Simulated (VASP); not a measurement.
A run of VASP 6.6.1:

File INCAR:

```
PREC = Accurate
ENCUT = 600
EDIFF = 1E-6
ISMEAR = 0
SIGMA = 0.1
LREAL = F
LASPH = T
NELM = 120
ALGO = Normal
ISIF = 2
LWAVE = F
LCHARG = F
GGA = PS
NBANDS = 18
GGA_COMPAT = F
```

File KPOINTS:

```
Automatic mesh
0
Gamma
  8 8 6
```

Contents of POSCAR:

```
N
1.0
    1.2856641915     -3.9881664207      0.0000000000
    1.2856641915      3.9881664207      0.0000000000
    0.0000000000      0.0000000000      3.2532292888
N
4
Direct
    0.1052825104      0.8947174896      0.9271259278
    0.6052825104      0.3947174896      0.5728740722
    0.8947174896      0.1052825104      0.0728740722
    0.3947174896      0.6052825104      0.4271259278
```

Potentials or basis: VASP PAW PBE potentials, release 64 (N).

Command:

```bash
$ cat potpaw_PBE.64/N/POTCAR > POTCAR
$ mpirun -np 1 vasp_std > vasp.out
```

Hardware: 1 thread of AMD EPYC 7R13 Processor (Zen 3) (shared host).

Q: Estimate the wall time of this run.

A: Run time: 60 s on 1 thread of AMD EPYC 7R13 Processor (Zen 3), on a shared host, peak memory 0.16 GiB. Counts: scf iterations 12, k points 84.
